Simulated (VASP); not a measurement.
# GaSb (F-43m) in VASP: further runs, part 2 of 2

VASP 6.6.1. Earlier steps stand in the parts before.

### 3 Single point, PBEsol

This run uses another cell than the first one, of 28.55 Å³/atom, 1.415 times its volume.

Input file INCAR:

```
  PREC = Accurate
  ENCUT = 520
  EDIFF = 1E-7
  ISMEAR = -1
  SIGMA = 0.15
  LREAL = F
  LASPH = T
  NELM = 80
  ALGO = Normal
  ISIF = 2
  LWAVE = F
  LCHARG = F
  GGA = PS
  NBANDS = 16
```

Input file KPOINTS:

```
regular mesh
0
Gamma
  12 12 12
```

Input file POSCAR:

```
GaSb
1.0
    0.0000000000      3.0562701463      3.0562701463
    3.0562701463      0.0000000000      3.0562701463
    3.0562701463      3.0562701463      0.0000000000
Ga Sb
1 1
Direct
    0.0000000000      0.0000000000      0.0000000000
    0.7500000000      0.7500000000      0.7500000000
```

Potentials or basis: VASP PAW PBE potentials, release 64 (Ga_d, Sb).

Run with:

```console
> cat potpaw_PBE.64/Ga_d/POTCAR potpaw_PBE.64/Sb/POTCAR > POTCAR
> mpirun -np 1 vasp_std > vasp.out
```

OUTCAR:

```text
PREC = Accurate
   ENCUT = 520
   EDIFF = 1E-7
   ISMEAR = -1
   LREAL = F
   LASPH = T
   NELM = 80
   ISIF = 2
   GGA = PS

 ion  position               nearest neighbor table
   1  0.000  0.000  0.000-   2 2.65   2 2.65   2 2.65   2 2.65
   2  0.750  0.750  0.750-   1 2.65   1 2.65   1 2.65   1 2.65

  LATTYP: Found a face centered cubic cell.
 ALAT       =     6.1125402926

  Lattice vectors:

[... 188 lines left out ...]
      3     -10.2430      2.00000
      4     -10.1922      2.00000
      5     -10.1922      2.00000
      6      -6.7665      2.00000
[... 433 lines left out ...]
      3     -10.2287      2.00000
      4     -10.1938      2.00000
      5     -10.1923      2.00000
      6      -4.9360      2.00000
[... 8 lines left out ...]
     15      13.4177      0.00000
     16      13.8091      0.00000

 [... further k-points ...]
[... 5 lines left out ...]
  --------------------------------------------------------------------------------------
  -------------------------------------------------------------------------------------
  Total        0.0343149      0.0343149      0.0343149      0.0000000     -0.0000000     -0.0000000
  in kB        0.9629158      0.9629158      0.9629158      0.0000000     -0.0000000     -0.0000000
  external PRESSURE =       0.9629158 kB  Pullay stress =       0.0000000 kB

 VOLUME and BASIS-vectors are now :
 -----------------------------------------------------------------------------
  energy-cutoff  :      520.00
  volume of cell :       57.10
      direct lattice vectors                 reciprocal lattice vectors
     0.000000000  3.056270146  3.056270146    -0.163598104  0.163598104  0.163598104
     3.056270146  0.000000000  3.056270146     0.163598104 -0.163598104  0.163598104
     3.056270146  3.056270146  0.000000000     0.163598104  0.163598104 -0.163598104

 POSITION                                       TOTAL-FORCE (eV/Angst)
 -----------------------------------------------------------------------------------
      0.00000      0.00000      0.00000         0.000000      0.000000      0.000000
      4.58441      4.58441      4.58441        -0.000000     -0.000000      0.000000
 -----------------------------------------------------------------------------------
    total drift:                               -0.000000     -0.000000     -0.000000

  FREE ENERGIE OF THE ION-ELECTRON SYSTEM (eV)
  ---------------------------------------------------
  free  energy   TOTEN  =        -8.1570885809 eV

  energy  without entropy=       -8.1504812742  energy(sigma->0) =       -8.15378493
```

OSZICAR:

```text
N       E                     dE             d eps       ncg     rms          rms(c)
DAV:   1     0.810206257668E+02    0.81021E+02   -0.85903E+03  2344   0.138E+03
DAV:   2    -0.185507549178E+01   -0.82876E+02   -0.79383E+02  2784   0.296E+02
DAV:   3    -0.814015986859E+01   -0.62851E+01   -0.62699E+01  2680   0.648E+01
DAV:   4    -0.825387913009E+01   -0.11372E+00   -0.11371E+00  3000   0.978E+00
DAV:   5    -0.825644496265E+01   -0.25658E-02   -0.25658E-02  2864   0.129E+00    0.313E+00
DAV:   6    -0.818268972007E+01    0.73755E-01   -0.83324E-02  3224   0.490E+00    0.183E+00
DAV:   7    -0.815678380655E+01    0.25906E-01   -0.41916E-02  2896   0.185E+00    0.363E-01
DAV:   8    -0.815680969787E+01   -0.25891E-04   -0.47531E-03  3080   0.815E-01    0.101E-01
DAV:   9    -0.815708813167E+01   -0.27843E-03   -0.45278E-04  2640   0.165E-01    0.392E-02
DAV:  10    -0.815707964720E+01    0.84845E-05   -0.19289E-05  3032   0.378E-02    0.118E-02
DAV:  11    -0.815708850853E+01   -0.88613E-05   -0.12303E-05  2680   0.243E-02    0.461E-03
DAV:  12    -0.815708858088E+01   -0.72355E-07   -0.48265E-07  3000   0.677E-03
   1 F= -.81570886E+01 E0= -.81537849E+01  d E =-.660731E-02
```

Run time: 66 s. Hardware: 1 thread of AMD EPYC 7R43 (Zen 3), shared host; peak memory 0.18 GiB.

Results:

```yaml
Free_energy: -8.1571 eV
Pressure: 0.1 GPa
```

Caveat: the PAW data sets were made with another functional, which shifts forces and pressure a little; spin-orbit coupling is left out, which moves the levels of the heavy elements.

### 4 Single point, PBEsol (strained)

Input file INCAR:

```
SYSTEM = GaSb
ALGO = Normal
EDIFF = 1E-6
ENCUT = 520
GGA = PS
ISIF = 2
ISMEAR = 0
LASPH = .True.
LCHARG = .False.
LREAL = .False.
LWAVE = .False.
NBANDS = 16
NELM = 100
PREC = Accurate
SIGMA = 0.1
```

Input file KPOINTS:

```
k-points
0
Gamma
  12 12 12
  0 0 0
```

Input file POSCAR:

```
GaSb
1.0
    0.0000000000      3.0130538200      3.0130538200
    3.0130538200      0.0000000000      3.0130538200
    3.0130538200      3.0130538200      0.0000000000
Ga Sb
1 1
Direct
    0.0000000000      0.0000000000      0.0000000000
    0.7500000000      0.7500000000      0.7500000000
```

Run with:

```console
> cat potpaw_PBE.64/Ga_d/POTCAR potpaw_PBE.64/Sb/POTCAR > POTCAR
> mpirun -np 1 vasp_std > vasp.out
```

Run time: 45 s. Hardware: 1 thread of Intel Xeon Platinum 8259CL at 2.50GHz (Skylake/Cascade Lake), shared host; peak memory 0.22 GiB.

The run converged. Its results:

| Item | Value |
| --- | --- |
| Free energy | -8.1367 eV |
| Pressure | 2.5 GPa |
| Band gap on the k mesh | 0.32 eV, direct |

Levels at points of the mesh, in eV from the valence-band top:
| k point | band 5 | band 6 | band 7 | band 8 | band 9 | band 10 | band 11 | band 12 | band 13 | band 14 |
| --- | --- | --- | --- | --- | --- | --- | --- | --- | --- | --- |
| (0.00, 0.00, 0.00) | -15.04 | -11.83 | 0.00 | 0.00 | 0.00 | 0.32 | 2.74 | 2.74 | 2.74 | 5.67 |
| (0.50, 0.00, 0.00) | -15.04 | -10.08 | -6.63 | -1.23 | -1.23 | 0.44 | 3.71 | 3.71 | 6.28 | 9.52 |
| (0.50, 0.50, 0.00) | -15.03 | -9.18 | -7.05 | -2.75 | -2.75 | 0.79 | 1.07 | 8.97 | 8.97 | 10.37 |

Caveat: the cell differs from its parent crystal (strained); the PAW data sets were made with another functional, which shifts forces and pressure a little; spin-orbit coupling is left out, which moves the levels of the heavy elements. A k mesh can miss the band edges.

### 5 Single point, PBEsol (strained)

Input file INCAR:

```
SYSTEM = GaSb
PREC = Accurate ; ENCUT = 520
EDIFF = 1E-6 ; ISMEAR = 0
SIGMA = 0.1 ; LREAL = .False.
LASPH = .True. ; NELM = 80
ALGO = Normal ; ISIF = 2
LWAVE = .False. ; LCHARG = .True.
GGA = PS ; LELF = .True.
LVHAR = .True. ; NBANDS = 16
```

Input file KPOINTS:

```
regular mesh
0
Gamma
  12 12 12
  0 0 0
```

Input file POSCAR:

```
GaSb
1.0
    0.0000000000      3.1501276100      3.1501276100
    3.1501276100      0.0000000000      3.1501276100
    3.1501276100      3.1501276100      0.0000000000
Ga Sb
1 1
Direct
    0.0000000000      0.0000000000      0.0000000000
    0.7500000000      0.7500000000      0.7500000000
```

Run with:

```console
> cat potpaw_PBE.64/Ga_d/POTCAR potpaw_PBE.64/Sb/POTCAR > POTCAR
> mpirun -np 1 vasp_std > vasp.out
```

It took 71 s on 1 thread of Intel Xeon Platinum 8259CL at 2.50GHz (Skylake/Cascade Lake), shared host; peak memory 0.24 GiB.

It converged, with:

```
Free energy            : -8.0873 eV
Pressure               : -3.7 GPa
Band gap on the k mesh : zero (filled and empty bands touch)
```

Levels at points of the mesh, in eV from the Fermi level:
```csv
k point,band 5,band 6,band 7,band 8,band 9,band 10,band 11,band 12,band 13,band 14
"(0.00, 0.00, 0.00)",-14.85,-10.97,-0.66,-0.05,-0.05,-0.05,2.73,2.73,2.73,5.49
"(0.50, 0.00, 0.00)",-14.85,-9.56,-6.04,-1.07,-1.07,0.13,3.66,3.66,6.31,8.62
"(0.50, 0.50, 0.00)",-14.85,-8.85,-6.49,-2.34,-2.34,0.87,1.27,8.05,8.05,9.22
```

Caveat: the cell differs from its parent crystal (strained); the PAW data sets were made with another functional, which shifts forces and pressure a little; spin-orbit coupling is left out, which moves the levels of the heavy elements.

### 6 Overview

```csv
cell,smearing,gap on the mesh (eV),pressure (GPa)
"a = 3.850 Å, angles 60.0°, 2 atoms",fermi-dirac 0.15 eV,-,40.3
"a = 4.322 Å, angles 60.0°, 2 atoms",fermi-dirac 0.15 eV,-,0.1
"a = 4.261 Å, angles 60.0°, 2 atoms",gaussian 0.1 eV,0.32,2.5
"a = 4.455 Å, angles 60.0°, 2 atoms",gaussian 0.1 eV,none,-3.7
```

Alike in all rows: task single point; level PBEsol; potentials or basis VASP PAW PBE potentials, release 64 (Ga_d, Sb); no spin polarisation; k mesh 12 × 12 × 12; cutoff (eV) 520.

Caveats: the PAW data sets were made with another functional, which shifts forces and pressure a little; spin-orbit coupling is left out, which moves the levels of the heavy elements.

Absolute energies hang on the potentials; compare differences alone.
